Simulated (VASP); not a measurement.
# Si25O48 (a cell with a defect) in VASP: single point with PBEsol

Aim: the single point of Si25O48 (a cell with a defect) with PBEsol.

All numbers are computed with VASP 6.6.1; they aren't measurements. Logs are shortened: lines on timing, memory, paths and dates and some standing lists are left out, and cuts for length are marked.

## Step 1: The cell of the first run

The cell holds a defect, 73 atoms: a = 9.902 Å, b = 9.902 Å, c = 10.886 Å, α = 90.00°, β = 90.00°, γ = 120.00°.

## Step 2: Single point, PBEsol

INCAR

```
  ALGO = Normal
  EDIFF = 1E-6
  ENCUT = 520
  GGA = PS
  GGA_COMPAT = F
  ISIF = 2
  ISMEAR = -1
  ISYM = -1
  LASPH = T
  LCHARG = F
  LREAL = Auto
  LWAVE = F
  NBANDS = 236
  NELECT = 384.0
  NELM = 120
  PREC = Accurate
  SIGMA = 0.05
```

KPOINTS

```
explicit points
1
Reciprocal
  0.25000000   0.25000000   0.25000000 1
```

POSCAR

```
Si25O48
1.0
    9.9016390000      0.0000000000      0.0000000000
   -4.9508190000      8.5750710000      0.0000000000
    0.0000000000      0.0000000000     10.8858800000
Si O
25 48
Direct
    0.2421670000      0.9995730000      0.1730120000
    0.2267470000      0.0017890000      0.6670420000
    0.2452010000      0.5137620000      0.1551040000
    0.2138900000      0.4795980000      0.6643450000
    0.7344520000      0.0182500000      0.1823520000
    0.7687750000      0.0068030000      0.6515660000
    0.7353350000      0.4906510000      0.1519340000
    0.7170730000      0.4893400000      0.6795540000
    0.0117480000      0.2672480000      0.3311720000
    0.9966700000      0.2083590000      0.8479440000
    0.0030430000      0.7115920000      0.3187700000
    0.9877610000      0.7554060000      0.8353650000
    0.5098860000      0.2331730000      0.3262940000
    0.4897380000      0.2231410000      0.8400430000
    0.4893690000      0.7430410000      0.3430150000
    0.5102980000      0.7535700000      0.8234420000
    0.2643260000      0.2550640000      0.0147120000
    0.2826000000      0.2719480000      0.4868340000
    0.2651330000      0.7835190000      0.9841430000
    0.2308250000      0.7374640000      0.5148660000
    0.7577150000      0.2576380000      0.9935640000
    0.7730730000      0.2752850000      0.4993790000
    0.7543900000      0.7684840000      0.0113740000
    0.7859140000      0.7658770000      0.5020780000
    0.4998300000      0.6499330000      0.5831610000
    0.2110320000      0.1383200000      0.1311510000
    0.2227100000      0.1452330000      0.5956580000
    0.2357080000      0.6519860000      0.0849670000
    0.1571710000      0.5951430000      0.6149520000
    0.6971790000      0.1386750000      0.1108660000
    0.7303590000      0.1329930000      0.5975980000
    0.7022370000      0.6286340000      0.1090480000
    0.6691790000      0.6253240000      0.6113110000
    0.3705930000      0.0632940000      0.2835440000
    0.3578230000      0.0666500000      0.7726540000
    0.3772220000      0.5927690000      0.2667140000
    0.3944160000      0.5980830000      0.7284360000
    0.8789860000      0.1014510000      0.2770700000
    0.8602410000      0.0517470000      0.7795260000
    0.8739380000      0.5543090000      0.2550740000
    0.8523870000      0.5945060000      0.7729820000
    0.4458450000      0.3112510000      0.4286620000
    0.4224690000      0.2772540000      0.9526210000
    0.4041060000      0.7395210000      0.4850200000
    0.4151590000      0.8173190000      0.8941330000
    0.9437360000      0.3280620000      0.4422320000
    0.9203150000      0.2780440000      0.9393500000
    0.9118520000      0.7452460000      0.4331260000
    0.9163330000      0.8132500000      0.9433050000
    0.1467990000      0.2414440000      0.3937970000
    0.1249550000      0.1794350000      0.9122270000
    0.1394750000      0.6910430000      0.3867830000
    0.1202430000      0.7221600000      0.8897540000
    0.6418370000      0.2088620000      0.3938810000
    0.6290660000      0.1928820000      0.8831940000
    0.6052790000      0.7032830000      0.4377770000
    0.6219900000      0.7150220000      0.8999850000
    0.0832410000      0.3960560000      0.2229240000
    0.0886940000      0.3329930000      0.7337050000
    0.0794180000      0.8571590000      0.2268740000
    0.0559750000      0.8838940000      0.7240670000
    0.5769960000      0.3541180000      0.2134060000
    0.5537500000      0.3648950000      0.7373290000
    0.5842940000      0.9018120000      0.2721650000
    0.5957660000      0.8354150000      0.6816670000
    0.2976730000      0.4262550000      0.0575270000
    0.3305790000      0.4558620000      0.5550850000
    0.3028420000      0.9413280000      0.0556880000
    0.2694560000      0.9020580000      0.5690170000
    0.7893340000      0.4276390000      0.0356540000
    0.7774330000      0.4229830000      0.5707160000
    0.7638690000      0.9162470000      0.0814350000
    0.8421800000      0.9381230000      0.5512840000
```

Potentials or basis: VASP PAW PBE potentials, release 64 (Si, O).

Run with:

```bash
$ cat potpaw_PBE.64/Si/POTCAR potpaw_PBE.64/O/POTCAR > POTCAR
$ mpirun -np 1 vasp_std > vasp.out
```

OUTCAR:

```text
EDIFF = 1E-6
   ENCUT = 520
   GGA = PS
   ISIF = 2
   ISMEAR = -1
   ISYM = -1
   LASPH = T
   LREAL = Auto
   NELECT = 384.0
   NELM = 120
   PREC = Accurate

 ion  position               nearest neighbor table
   1  0.242  1.000  0.173-  26 1.62  60 1.63  34 1.63  68 1.63  17 2.98  13 3.00  19 3.06  11 3.08

   2  0.227  0.002  0.667-  35 1.61  61 1.62  27 1.64  69 1.65  12 3.02  14 3.07  20 3.11  18 3.14

   3  0.245  0.514  0.155-  28 1.61  66 1.61  58 1.61  36 1.67   9 3.05  17 3.07  15 3.11
   4  0.214  0.480  0.664-  59 1.55  29 1.60  37 1.72  67 1.75  25 2.62  20 2.96  18 3.13
   5  0.734  0.018  0.182-  30 1.61  72 1.61  38 1.62  64 1.67  21 3.06   9 3.08  15 3.12
   6  0.769  0.007  0.652-  31 1.59  39 1.60  73 1.64  65 1.74  24 2.96  10 3.02  22 3.11
   7  0.735  0.491  0.152-  70 1.62  62 1.62  32 1.62  40 1.64  21 2.98  11 3.05  13 3.07  23 3.07
[... 21 lines left out ...]
  23  0.754  0.768  0.011-  72 1.61  32 1.61  49 1.61  57 1.67  12 3.05   7 3.07  16 3.11
  24  0.786  0.766  0.502-  48 1.55  73 1.60  56 1.72  33 1.75  25 2.62   6 2.96   8 3.14
  25  0.500  0.650  0.583-  37 1.82  56 1.82  33 1.84  67 1.84  44 1.92  65 1.92   4 2.62  24 2.62
                            15 2.79  16 2.79
  26  0.211  0.138  0.131-  17 1.62   1 1.62
  27  0.223  0.145  0.596-  18 1.61   2 1.64
  28  0.236  0.652  0.085-   3 1.61  19 1.61
  29  0.157  0.595  0.615-   4 1.60  20 1.64
  30  0.697  0.139  0.111-   5 1.61  21 1.63
  31  0.730  0.133  0.598-   6 1.59  22 1.65
  32  0.702  0.629  0.109-  23 1.61   7 1.62
  33  0.669  0.625  0.611-  24 1.75   8 1.80  25 1.84
  34  0.371  0.063  0.284-  13 1.62   1 1.63
  35  0.358  0.067  0.773-   2 1.61  14 1.62
  36  0.377  0.593  0.267-  15 1.58   3 1.67
  37  0.394  0.598  0.728-   4 1.72  16 1.73  25 1.82
  38  0.879  0.101  0.277-   5 1.62   9 1.62
  39  0.860  0.052  0.780-   6 1.60  10 1.64
  40  0.874  0.554  0.255-  11 1.60   7 1.64
  41  0.852  0.595  0.773-   8 1.59  12 1.63
  42  0.446  0.311  0.429-  18 1.59  13 1.65
[... 17 lines left out ...]
  60  0.079  0.857  0.227-  11 1.60   1 1.63
  61  0.056  0.884  0.724-   2 1.62  12 1.64
  62  0.577  0.354  0.213-  13 1.61   7 1.62
  63  0.554  0.365  0.737-   8 1.59  14 1.65
  64  0.584  0.902  0.272-  15 1.57   5 1.67
  65  0.596  0.835  0.682-   6 1.74  16 1.75  25 1.92
  66  0.298  0.426  0.058-   3 1.61  17 1.62
  67  0.331  0.456  0.555-   4 1.75  18 1.80  25 1.84
  68  0.303  0.941  0.056-  19 1.61   1 1.63
  69  0.269  0.902  0.569-  20 1.59   2 1.65
  70  0.789  0.428  0.036-   7 1.62  21 1.62
  71  0.777  0.423  0.571-   8 1.61  22 1.64
  72  0.764  0.916  0.081-  23 1.61   5 1.61
  73  0.842  0.938  0.551-  24 1.60   6 1.64

IMPORTANT INFORMATION: All symmetrisations will be switched off!
NOSYMM: (Re-)initialisation of all symmetry stuff for point group C_1.

[... 203 lines left out ...]
   TEBEG  =    0.0;   TEEND  =   0.0 temperature during run
   PSTRESS=    0.0 pullay stress
   NELECT =     384.0000    total number of electrons
   NUPDOWN=      -1.0000    fix difference up-down
   EMIN   =  10.00;   EMAX   =-10.00  energy-range for DOS
   EFERMI =   0.00;   METHOD = LEGACY
   ISMEAR =    -1;   SIGMA  =   0.05  broadening in eV -4-tet -1-fermi 0-gaus
   EFERMI_NEDOS =   21; number of points for ismear=-14 and -15
   IALGO  =     38    algorithm
   IMIX   =      4    mixing-type and parameters
     AMIX     =   0.40;   BMIX     =  1.00
     AMIX_MAG =   1.60;   BMIX_MAG =  1.00
  volume/ion in A,a.u.               =      12.66        85.44
  Fermi-wavevector in a.u.,A,eV,Ry     =   1.221563  2.308419 20.302826  1.492216
  Thomas-Fermi vector in A             =   2.356741
   LORBIT       =      0    0 simple, 1 ext, 2 COOP (PROOUT), +10 PAW based schemes
   GGA     = PS    functional components
   LHFCALC =     F    Hartree Fock is set to
   AEXX    =    0.0000 exact exchange contribution
   IVDW    =     0    specifies the selected vdW correction
   LEPSILON=     F    determine dielectric tensor
   LRPA    =     F    only Hartree local field effects (RPA)
 non-spin polarized calculation
  energy-cutoff  :      520.00
  volume of cell :      924.29
 maximum number of plane-waves:     24895
 NGX is ok and might be reduce to    80
   NGX = 37   NGY = 37   NGZ = 41

 number of electron     383.9999990 magnetization

 Free energy of the ion-electron system (eV)
  ---------------------------------------------------
  ext. energy  EPLUGINS =         0.00000000
  ---------------------------------------------------
  free energy    TOTEN  =      -609.01468918 eV

  energy without entropy =     -609.01468918  energy(sigma->0) =     -609.01468918

 E-fermi :   2.6649     XC(G=0):  -9.3330

 val. band max:        1.4456790467   @ k =   0.2500   0.2500   0.2500
 cond. band min:       5.5638878842   @ k =   0.2500   0.2500   0.2500
 fundamental gap:      4.1182088375
 Fermi energy:         2.6649200077

 k-point     1 :       0.2500    0.2500    0.2500
  band No.  band energies     occupation
      1     -20.5459      2.00000
      2     -19.8605      2.00000
      3     -19.0271      2.00000
      4     -18.6856      2.00000
      5     -18.1259      2.00000
      6     -18.0959      2.00000
[... 196 lines left out ...]
    203       8.8663      0.00000
    204       9.0436      0.00000
 [bands above 204 left out]

------------------------ aborting loop because EDIFF is reached ----------------------------------------

  FORCE on cell =-STRESS in cart. coord.  units (eV):
  Direction    XX          YY          ZZ          XY          YZ          ZX
  --------------------------------------------------------------------------------------
  -------------------------------------------------------------------------------------
  Total      -35.1928001    -37.0215153    -39.2391366      1.5939079      0.7187584      1.0550395
  in kB      -61.0036822    -64.1736021    -68.0176573      2.7629017      1.2459057      1.8288200
  external PRESSURE =     -64.3983139 kB  Pullay stress =       0.0000000 kB

 VOLUME and BASIS-vectors are now :
 -----------------------------------------------------------------------------
  energy-cutoff  :      520.00
  volume of cell :      924.29
      direct lattice vectors                 reciprocal lattice vectors
     9.901639000  0.000000000  0.000000000     0.100993381  0.058308549  0.000000000
    -4.950819000  8.575071000  0.000000000     0.000000000  0.116617110  0.000000000
     0.000000000  0.000000000 10.885880000     0.000000000  0.000000000  0.091862119

 POSITION                                       TOTAL-FORCE (eV/Angst)
 -----------------------------------------------------------------------------------
     -2.55085      8.57141      1.88339        -0.015752     -0.020781      0.004485
      2.23631      0.01534      7.26134        -0.011724      0.008225     -0.040923
     -0.11565      4.40555      1.68844         0.004034      0.030879      0.015160
     -0.25654      4.11259      7.23198         0.035556     -0.025296      0.009188
      7.18193      0.15650      1.98506        -0.027180     -0.033514      0.029075
      7.57845      0.05834      7.09287        -0.015951     -0.033047      0.008462
[... 65 lines left out ...]
      3.02738      7.85688      0.88649        -0.006400      0.007638      0.001685
      3.69449      8.04447      6.00121        -0.005329      0.053732      0.000985
 -----------------------------------------------------------------------------------
    total drift:                                0.003409     -0.010237      0.005119

  FREE ENERGIE OF THE ION-ELECTRON SYSTEM (eV)
  ---------------------------------------------------
  free  energy   TOTEN  =      -609.0146891801 eV

  energy  without entropy=     -609.0146891800  energy(sigma->0) =     -609.01468918
```

Wall time 21 min (1 thread of Intel Xeon 8259CL, shared host); peak memory 1 GiB.

What came out:

```
Free energy   : -609.0147 eV
Largest force : 0.105 eV/Å
```

Forces in eV/Å, atoms in the order of the input:
```
Si  -0.016 -0.021  0.004
Si  -0.012  0.008 -0.041
Si   0.004  0.031  0.015
Si   0.036 -0.025  0.009
Si  -0.027 -0.034  0.029
Si  -0.016 -0.033  0.008
Si  -0.019  0.011  0.003
Si  -0.031  0.057 -0.040
Si   0.024 -0.014  0.004
Si   0.008 -0.005 -0.056
Si   0.000 -0.008  0.056
Si   0.000 -0.028 -0.005
Si   0.009 -0.010  0.013
Si   0.002 -0.011 -0.014
Si   0.012  0.003  0.063
Si  -0.009 -0.008 -0.062
Si   0.002  0.019 -0.005
Si  -0.033  0.057  0.043
Si   0.041  0.004 -0.035
Si   0.033  0.001 -0.003
Si   0.026  0.005 -0.005
Si  -0.006  0.014  0.042
Si  -0.032  0.010 -0.019
Si   0.001 -0.043 -0.004
Si   0.007 -0.011  0.002
O   -0.029  0.012  0.026
O   -0.002 -0.006  0.024
O   -0.004  0.010  0.001
O   -0.044  0.032 -0.002
O   -0.029  0.022 -0.007
O   -0.036  0.036 -0.019
O   -0.008 -0.008  0.022
O    0.018 -0.027  0.014
O    0.005 -0.036  0.022
O    0.009 -0.011  0.018
O   -0.024 -0.067 -0.037
O   -0.010  0.015  0.012
O    0.006 -0.012  0.008
O    0.010 -0.006  0.041
O   -0.012 -0.051 -0.014
O    0.014  0.025  0.028
O    0.060  0.028 -0.010
O    0.014  0.010  0.014
O    0.003 -0.007  0.014
O   -0.069  0.014  0.036
O    0.028  0.025  0.010
O   -0.016  0.015  0.028
O    0.083 -0.022 -0.060
O    0.015  0.017  0.003
O   -0.027  0.000 -0.025
O    0.047 -0.013  0.014
O    0.002 -0.011 -0.043
O    0.009 -0.010 -0.009
O    0.003 -0.012 -0.017
O    0.029 -0.024 -0.023
O   -0.009  0.016 -0.016
O    0.071 -0.012  0.038
O   -0.024 -0.004 -0.004
O   -0.021 -0.080  0.059
O   -0.002  0.020 -0.029
O   -0.035 -0.012 -0.011
O   -0.016 -0.007 -0.016
O   -0.051 -0.038  0.013
O    0.020  0.067 -0.036
O    0.007 -0.009 -0.014
O    0.011  0.004 -0.022
O    0.017 -0.027 -0.012
O   -0.006  0.037  0.008
O   -0.013  0.048  0.019
O    0.004  0.033 -0.025
O    0.008 -0.002 -0.028
O   -0.006  0.008  0.002
O   -0.005  0.054  0.001
```

Levels at points of the mesh, in eV from the Fermi level:
```csv
k point,band 189,band 190,band 191,band 192,band 193,band 194,band 195,band 196
"(0.25, 0.25, 0.25)",-1.36,-1.28,-1.27,-1.22,2.90,4.41,4.54,4.86
```

Caveat: the cell carries a net charge on a neutralising background, which shifts energy and pressure; the cell is charged against a uniform background, so pressure and absolute levels hang on convention; the PAW data sets were made with another functional, which shifts forces and pressure a little.
